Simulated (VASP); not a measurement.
BiB12:

```
B Bi
1.0
     0.00000    3.83705    3.83705
     3.83705    0.00000    3.83705
     3.83705    3.83705    0.00000
B Bi
12 1
Cartesian
  2.5377 5.1364 3.8370
  5.1364 2.5377 3.8370
  3.8370 2.5377 5.1364
  3.8370 2.5377 2.5377
  5.1364 5.1364 3.8370
  2.5377 2.5377 3.8370
  5.1364 3.8370 5.1364
  5.1364 3.8370 2.5377
  3.8370 5.1364 5.1364
  2.5377 3.8370 2.5377
  2.5377 3.8370 5.1364
  3.8370 5.1364 2.5377
  0.0000 0.0000 0.0000
```

The cell was built from a structure type or drawn by symmetry, and may not be a known phase.

| Item | Value |
| --- | --- |
| Program | VASP 6.6.1 |
| Task | relaxation of cell and atoms |
| Functional | PBE |
| Potentials or basis | VASP PAW PBE potentials, release 64 (B, Bi_d) |
| Cutoff | 600 eV |
| k mesh | 4 × 4 × 4 |
| Occupations | gaussian, width 0.1 eV |
| Spin | no spin polarisation |

At the start: pressure -5.1 GPa; volume 8.69 Å³/atom.

Question: How do energy, volume and symmetry change on relaxing?

Answer: Over 3 steps the energy falls by 4.5 meV/atom and the volume is 8.48 Å³/atom (-2.4 %); space group Fm-3m (No. 225, to 0.1 Å) before and after.

Step by step:
```csv
step,energy change (eV),largest force (eV/Å),pressure (GPa),volume (Å³)
1,0.0000,0.2793,-5.11,112.99
2,-0.0346,0.2043,3.47,108.52
3,-0.0591,0.0060,-0.05,110.23
```

Final structure:
```xyz
13
Lattice="0.0000 3.8056 3.8056 3.8056 0.0000 3.8056 3.8056 3.8056 0.0000" Properties=species:S:1:pos:R:3 pbc="T T T"
B     2.5226    5.0885    3.8056
B     5.0885    2.5226    3.8056
B     3.8056    2.5226    5.0885
B     3.8056    2.5226    2.5226
B     5.0885    5.0885    3.8056
B     2.5226    2.5226    3.8056
B     5.0885    3.8056    5.0885
B     5.0885    3.8056    2.5226
B     3.8056    5.0885    5.0885
B     2.5226    3.8056    2.5226
B     2.5226    3.8056    5.0885
B     3.8056    5.0885    2.5226
Bi    0.0000    0.0000    0.0000
```
